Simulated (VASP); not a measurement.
# Ni (Fd-3m) in VASP: further runs

The runs below take Ni through single point, relaxation of cell and atoms, with LDA.

All numbers are computed with VASP 6.6.1; they aren't measurements. Logs are shortened: lines on timing, memory, paths and dates and some standing lists are left out, and cuts for length are marked.

### Step 1. The cell of the first run

The structure is cubic, space group Fd-3m (No. 227). Conventional cell: a = 4.940 Å, b = 4.940 Å, c = 4.940 Å, α = 90.00°, β = 90.00°, γ = 90.00°. Ni (site symmetry -43m) has 4 Ni at 2.14 Å within 2.8 Å.

This isn't the form of Ni at room conditions, which is fcc.

### Step 2. Single point, LDA, collinear spin, ferromagnetic start

Input file INCAR:

```
SYSTEM = Ni
PREC     = Accurate       ! precision mode
ENCUT    = 600            ! plane-wave cutoff, eV
EDIFF    = 1E-6           ! SCF threshold, eV
ISMEAR   = -1             ! smearing method
SIGMA    = 0.05           ! smearing width, eV
LREAL    = .False.        ! projectors in reciprocal space
LASPH    = .True.         ! aspherical terms in the spheres
NELM     = 200            ! most SCF steps
ALGO     = Normal         ! electronic algorithm
ISIF     = 2              ! what is computed and relaxed
LWAVE    = .False.        ! write WAVECAR
LCHARG   = .False.        ! write CHGCAR
ISPIN    = 2              ! spin polarisation
MAGMOM   = 0.8 0.8        ! initial moments
LORBIT   = 11             ! projections on sites
LMAXMIX  = 4              ! l up to which the mixer works
NBANDS   = 21             ! bands
GGA_COMPAT= .False.
```

Input file KPOINTS:

```
Automatic mesh
0
Gamma
  11 11 11
  0 0 0
```

Input file POSCAR:

```
Ni
1.0
    0.0000000000      2.4699066550      2.4699066550
    2.4699066550      0.0000000000      2.4699066550
    2.4699066550      2.4699066550      0.0000000000
Ni
2
Direct
    0.1250000000      0.1250000000      0.1250000000
    0.8750000000      0.8750000000      0.8750000000
```

Potentials or basis: VASP PAW LDA potentials, release 64 (Ni).

Started as:

```sh
> cat potpaw_LDA.64/Ni/POTCAR > POTCAR
> mpirun -np 1 vasp_std > vasp.out
```

OUTCAR:

```text
SYSTEM = Ni
   PREC = Accurate
   ENCUT = 600
   EDIFF = 1E-6
   ISMEAR = -1
   LREAL = .False.
   LASPH = .True.
   NELM = 200
   ISIF = 2
   ISPIN = 2
   LORBIT = 11

 ion  position               nearest neighbor table
   1  0.125  0.125  0.125-   2 2.14   2 2.14   2 2.14   2 2.14
   2  0.875  0.875  0.875-   1 2.14   1 2.14   1 2.14   1 2.14

  LATTYP: Found a face centered cubic cell.
 ALAT       =     4.9398133100

  Lattice vectors:

 A1 = (   0.0000000000,   2.4699066550,   2.4699066550)
 A2 = (   2.4699066550,   0.0000000000,   2.4699066550)
 A3 = (   2.4699066550,   2.4699066550,   0.0000000000)

Analysis of symmetry for initial positions (statically):
=====================================================================
 Subroutine PRICEL returns:
 Original cell was already a primitive cell.

 Routine SETGRP: Setting up the symmetry group for a
 face centered cubic supercell.

 Subroutine GETGRP returns: Found 48 space group operations
 (whereof 12 operations were pure point group operations)
 out of a pool of 48 trial point group operations.

The static configuration has the point symmetry D_3d.
 The point group associated with its full space group is O_h .

Analysis of symmetry for dynamics (positions and initial velocities):
=====================================================================
 Subroutine PRICEL returns:
 Original cell was already a primitive cell.

 Routine SETGRP: Setting up the symmetry group for a
 face centered cubic supercell.

 Subroutine GETGRP returns: Found 48 space group operations
 (whereof 12 operations were pure point group operations)
 out of a pool of 48 trial point group operations.

The dynamic configuration has the point symmetry D_3d.
 The point group associated with its full space group is O_h .

Analysis of structural, dynamic, and magnetic symmetry:
=====================================================================
 Subroutine PRICEL returns:
 Original cell was already a primitive cell.

 Routine SETGRP: Setting up the symmetry group for a
 face centered cubic supercell.

 Subroutine GETGRP returns: Found 48 space group operations
 (whereof 12 operations were pure point group operations)
 out of a pool of 48 trial point group operations.

The overall configuration has the point symmetry D_3d.
 The point group associated with its full space group is O_h .

 Subroutine INISYM returns: Found 48 space group operations
 (whereof 12 operations are pure point group operations),
 and found     1 'primitive' translations

----------------------------------------------------------------------------------------

                                     Primitive cell

  volume of cell :      30.1350

  direct lattice vectors                    reciprocal lattice vectors
     0.000000000  2.469906655  2.469906655    -0.202436800  0.202436800  0.202436800
     2.469906655  0.000000000  2.469906655     0.202436800 -0.202436800  0.202436800
     2.469906655  2.469906655  0.000000000     0.202436800  0.202436800 -0.202436800

  length of vectors
     3.492975489  3.492975489  3.492975489     0.350630823  0.350630823  0.350630823

  position of ions in fractional coordinates (direct lattice)
     0.125000000  0.125000000  0.125000000
     0.875000000  0.875000000  0.875000000

  ion indices of the primitive-cell ions
   primitive index   ion index
                 1           1
                 2           2

----------------------------------------------------------------------------------------

 KPOINTS: Automatic mesh

Automatic generation of k-mesh.
 Grid dimensions read from file:
 generate k-points for:   11   11   11

 Generating k-lattice:

  Cartesian coordinates                     Fractional coordinates (reciprocal lattice)
    -0.018403345  0.018403345  0.018403345     0.090909091  0.000000000  0.000000000
     0.018403345 -0.018403345  0.018403345     0.000000000  0.090909091  0.000000000
     0.018403345  0.018403345 -0.018403345     0.000000000  0.000000000  0.090909091

  Length of vectors
     0.031875529  0.031875529  0.031875529

  Shift w.r.t. Gamma in fractional coordinates (k-lattice)
     0.000000000  0.000000000  0.000000000

 Subroutine IBZKPT returns following result:
 ===========================================

 Found     56 irreducible k-points:

 Following reciprocal coordinates:
            Coordinates               Weight
  0.000000  0.000000  0.000000      1.000000
  0.090909  0.000000  0.000000      8.000000
  0.181818  0.000000  0.000000      8.000000
  0.272727  0.000000  0.000000      8.000000
  0.363636  0.000000  0.000000      8.000000
  0.454545  0.000000  0.000000      8.000000
[... 16 lines left out ...]
 -0.272727  0.181818  0.000000     24.000000
 -0.181818  0.181818  0.000000     12.000000
 [... further k-points ...]
   k-points           NKPTS =     56   k-points in BZ     NKDIM =     56   number of bands    NBANDS=     21
   number of dos      NEDOS =    301   number of ions     NIONS =      2
   total plane-waves  NPLWV =  21952
   dimension x,y,z NGX =    28 NGY =   28 NGZ =   28
   dimension x,y,z NGXF=    56 NGYF=   56 NGZF=   56
   ions per type =               2
   NGX,Y,Z   is equivalent  to a cutoff of  13.33, 13.33, 13.33 a.u.
   NGXF,Y,Z  is equivalent  to a cutoff of  26.65, 26.65, 26.65 a.u.
 SYSTEM =  Ni
   PREC   = accura    normal or accurate (medium, high low for compatibility)
   ISTART =      0    job   : 0-new  1-cont  2-samecut
   ICHARG =      2    charge: 1-file 2-atom 10-const
   ISPIN  =      2    spin polarized calculation?
   LNONCOLLINEAR =      F non collinear calculations
   LSORBIT =      F    spin-orbit coupling
   LASPH  =      T    aspherical Exc in radial PAW
   ENCUT  =  600.0 eV  44.10 Ry    6.64 a.u.   6.98  6.98  6.98*2*pi/ulx,y,z
   NELM   =    200;   NELMIN=  2; NELMDL= -5     # of ELM steps
   EDIFF  = 0.1E-05   stopping-criterion for ELM
   LREAL  =      F    real-space projection
   EDIFFG = 0.1E-04   stopping-criterion for IOM
   NSW    =      0    number of steps for IOM
   IBRION =     -1    ionic relax: 0-MD 1-quasi-New 2-CG
   NFREE  =      0    steps in history (QN), initial steepest desc. (CG)
   ISIF   =      2    stress and relaxation
   ISYM   =      2    0-nonsym 1-usesym 2-fastsym
   POTIM  = 0.5000    time-step for ionic-motion
   TEBEG  =    0.0;   TEEND  =   0.0 temperature during run
   PSTRESS=    0.0 pullay stress
   NELECT =      20.0000    total number of electrons
   NUPDOWN=      -1.0000    fix difference up-down
   EMIN   =  10.00;   EMAX   =-10.00  energy-range for DOS
   EFERMI =   0.00;   METHOD = LEGACY
   ISMEAR =    -1;   SIGMA  =   0.05  broadening in eV -4-tet -1-fermi 0-gaus
   EFERMI_NEDOS =   21; number of points for ismear=-14 and -15
   IALGO  =     38    algorithm
   IMIX   =      4    mixing-type and parameters
     AMIX     =   0.40;   BMIX     =  1.00
     AMIX_MAG =   1.60;   BMIX_MAG =  1.00
  volume/ion in A,a.u.               =      15.07       101.68
  Fermi-wavevector in a.u.,A,eV,Ry     =   1.427998  2.698525 27.744708  2.039179
  Thomas-Fermi vector in A             =   2.548107
   LORBIT       =     11    0 simple, 1 ext, 2 COOP (PROOUT), +10 PAW based schemes
   GGA     = CA    functional components
   LHFCALC =     F    Hartree Fock is set to
   AEXX    =    0.0000 exact exchange contribution
   IVDW    =     0    specifies the selected vdW correction
   LEPSILON=     F    determine dielectric tensor
   LRPA    =     F    only Hartree local field effects (RPA)
 spin polarized calculation
  energy-cutoff  :      600.00
  volume of cell :       30.14
 maximum number of plane-waves:      1018
   NGX = 13   NGY = 13   NGZ = 13

 number of electron      20.0000020 magnetization       1.5370197

 Free energy of the ion-electron system (eV)
  ---------------------------------------------------
  ext. energy  EPLUGINS =         0.00000000
  ---------------------------------------------------
  free energy    TOTEN  =       -10.42232828 eV

  energy without entropy =      -10.39417112  energy(sigma->0) =      -10.40824970

 E-fermi :   5.2744     XC(G=0): -11.4945

 val. band max:        5.2705750339   @ k =  -0.4545   0.1818   0.0909
 cond. band min:       5.2899004179   @ k =  -0.4545   0.3636   0.1818
 fundamental gap:      0.0193253840
 Fermi energy:         5.2743772946

 spin component 1

 k-point     1 :       0.0000    0.0000    0.0000
  band No.  band energies     occupation
      1      -1.7509      1.00000
      2       1.8418      1.00000
      3       1.8418      1.00000
      4       1.9097      1.00000
      5       1.9097      1.00000
      6       1.9097      1.00000
[... 13 lines left out ...]
     20      23.0733      0.00000
     21      23.0733      0.00000
[... 529 lines left out ...]
 k-point    24 :      -0.1818    0.1818    0.0000
  band No.  band energies     occupation
      1      -0.1737      1.00000
      2       1.5199      1.00000
      3       1.8518      1.00000
      4       1.8911      1.00000
      5       2.1480      1.00000
      6       2.4964      1.00000
[... 13 lines left out ...]
     20      25.0136      0.00000
     21      27.9779      0.00000

 [... further k-points ...]

 spin component 2

 k-point     1 :       0.0000    0.0000    0.0000
  band No.  band energies     occupation
      1      -1.6792      1.00000
      2       2.5018      1.00000
      3       2.5018      1.00000
      4       2.5748      1.00000
      5       2.5748      1.00000
      6       2.5748      1.00000
[... 13 lines left out ...]
     20      23.1172      0.00000
     21      23.1172      0.00000
[... 529 lines left out ...]
 k-point    24 :      -0.1818    0.1818    0.0000
  band No.  band energies     occupation
      1      -0.0783      1.00000
      2       2.1690      1.00000
      3       2.4873      1.00000
      4       2.5679      1.00000
      5       2.8227      1.00000
      6       3.1817      1.00000
[... 13 lines left out ...]
     20      25.1133      0.00000
     21      28.1288      0.00000

 [... further k-points ...]
[... 5 lines left out ...]
  --------------------------------------------------------------------------------------
  -------------------------------------------------------------------------------------
  Total       -0.0586479     -0.0586479     -0.0586479      0.0000000     -0.0000000      0.0000000
  in kB       -3.1181095     -3.1181095     -3.1181095      0.0000000     -0.0000000      0.0000000
  external PRESSURE =      -3.1181095 kB  Pullay stress =       0.0000000 kB

 VOLUME and BASIS-vectors are now :
 -----------------------------------------------------------------------------
  energy-cutoff  :      600.00
  volume of cell :       30.14
      direct lattice vectors                 reciprocal lattice vectors
     0.000000000  2.469906655  2.469906655    -0.202436800  0.202436800  0.202436800
     2.469906655  0.000000000  2.469906655     0.202436800 -0.202436800  0.202436800
     2.469906655  2.469906655  0.000000000     0.202436800  0.202436800 -0.202436800

 POSITION                                       TOTAL-FORCE (eV/Angst)
 -----------------------------------------------------------------------------------
      0.61748      0.61748      0.61748         0.000000      0.000000      0.000000
      4.32234      4.32234      4.32234        -0.000000     -0.000000     -0.000000
 -----------------------------------------------------------------------------------
    total drift:                                0.000000      0.000000     -0.000000

  FREE ENERGIE OF THE ION-ELECTRON SYSTEM (eV)
  ---------------------------------------------------
  free  energy   TOTEN  =       -10.4223282758 eV

  energy  without entropy=      -10.3941711153  energy(sigma->0) =      -10.40824970

 total charge

# of ion       s       p       d       tot
------------------------------------------
    1        0.575   0.402   8.375   9.352
    2        0.575   0.402   8.375   9.352
--------------------------------------------------
tot          1.151   0.803  16.750  18.705

 magnetization (x)

# of ion       s       p       d       tot
------------------------------------------
    1       -0.010  -0.009   0.779   0.760
    2       -0.010  -0.009   0.779   0.760
--------------------------------------------------
tot         -0.020  -0.017   1.558   1.520
```

Wall time 36 s (1 thread of AMD EPYC 9R45 (Zen 5), shared host); peak memory 0.16 GiB.

Results:

```yaml
Free_energy: -10.4223 eV
Pressure: -0.3 GPa
Net_moment: 1.54 μB per cell
Site_moments: Ni +0.76 μB
Valence_electrons_inside_the_program's_atomic_spheres: Ni 9.35
```

Levels at points of the mesh, in eV from the Fermi level:
Spin up:
```tsv
k point	band 8	band 9	band 10	band 11	band 12	band 13	band 14	band 15
(0.00, 0.00, 0.00)	-1.76	-1.76	-0.65	-0.65	12.49	12.49	12.49	12.96
```
Spin down:
```
           k point  band 8  band 9  band 10  band 11  band 12  band 13
(0.00, 0.00, 0.00)   -1.04   -1.04     0.16     0.16    12.71    12.71
```

(Part 1 of 2 ends here.)
